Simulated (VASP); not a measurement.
A run of VASP 6.6.1 is set up as follows.

The input POSCAR:

```
ZnS
1.0
    3.8109987816      0.0000000000      0.0000000000
   -1.9054993908      3.3004217586      0.0000000000
    0.0000000000      0.0000000000      6.2340000000
Zn S
2 2
Direct
    0.3333333333      0.6666666667      0.0000000000
    0.6666666667      0.3333333333      0.5000000000
    0.3000625488      0.7575641404      0.3850000000
    0.6666666667      0.3333333333      0.8850000000
```

INCAR.step1

```
PREC = Accurate
ENCUT = 520
ISMEAR = 0
SIGMA = 0.05
LREAL = False
LASPH = True
NELM = 80
NBANDS = 26
GGA = PE
ALGO = Normal
EDIFF = 1E-4
LWAVE = True
LCHARG = False
```

Contents of INCAR.step2:

```
PREC = Accurate
ENCUT = 520
EDIFF = 1E-6
ISMEAR = 0
SIGMA = 0.05
LREAL = False
LASPH = True
NELM = 80
ALGO = Normal
ISIF = 2
LWAVE = False
LCHARG = False
METAGGA = R2SCAN
LMIXTAU = True
NBANDS = 26
ISTART = 1
```

KPOINTS

```
Automatic mesh
0
Gamma
  6 6 4
```

Potentials or basis: VASP PAW PBE potentials, release 64 (Zn, S).

The run is started by

```console
$ cat potpaw_PBE.64/Zn/POTCAR potpaw_PBE.64/S/POTCAR > POTCAR
$ cp INCAR.step1 INCAR
$ mpirun -np 1 vasp_std > vasp.out
$ cp INCAR.step2 INCAR
$ mpirun -np 1 vasp_std > vasp.out
```

Predict the largest force.

3.097 eV/Å.

Predict the band gap on the k mesh.

2.72 eV.

What does it give for the pressure?

3.1 GPa.

Forces on the atoms (eV/Å):
```
Zn  -0.089  0.106  0.397
Zn  -0.303  2.468  1.184
S    0.497 -2.754 -1.325
S   -0.105  0.179 -0.255
```

Caveat: the cell differs from its parent crystal (atom 3 (S) moved by (-0.300, +0.300) A along x and y); the stress differs along the axes, from -0 to 10 GPa; the PAW data sets were made with another functional, which shifts forces and pressure a little.
